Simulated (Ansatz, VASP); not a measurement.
## SnO2 in VASP and in Ansatz

```
CELL_PARAMETERS angstrom
4.78800 0.00000 0.00000
0.00000 4.86658 0.00000
0.00000 0.00000 3.24090
ATOMIC_POSITIONS crystal
Sn 0.50000 0.50000 0.50000
Sn 0.00000 0.00000 0.00000
O 0.29185 0.32104 0.00000
O 0.79185 0.17896 0.50000
O 0.20814 0.82104 0.50000
O 0.70815 0.67896 0.00000
```

Alike in both runs: task single point; functional r2SCAN; k mesh 4 × 4 × 6; occupations gaussian, width 0.1 eV; no spin polarisation.

```csv
,VASP,Ansatz
version,VASP 6.6.1,Ansatz 0.2.0
potentials or method,"VASP PAW PBE potentials, release 64 (Sn_d, O), cutoff 520 eV","scalar-relativistic, plane waves, PAW"
valence electrons in the cell,52,52
```

|  | VASP | Ansatz | Ansatz less VASP |
| --- | --- | --- | --- |
| gap on the k mesh at the Fermi level (eV) | 1.42 | 1.41 | -0.005 |
| least direct gap on the mesh (eV) | 1.42 | 1.41 | -0.005 |
| pressure (GPa) | -7.3 | -8.3 | -1.03 |
| traceless stress, the component that is largest in VASP (GPa) | -0.97 | -1.30 | -0.333 |
| rms of the force components (eV/Å) | 0.055 | 0.064 | +0.0082 |

VASP's potentials were made for PBE, not for r2SCAN. Atom by atom the forces differ by 0.015 eV/Å (rms over components). The functional is the same, so the differences come from potentials, cutoffs and numerics.
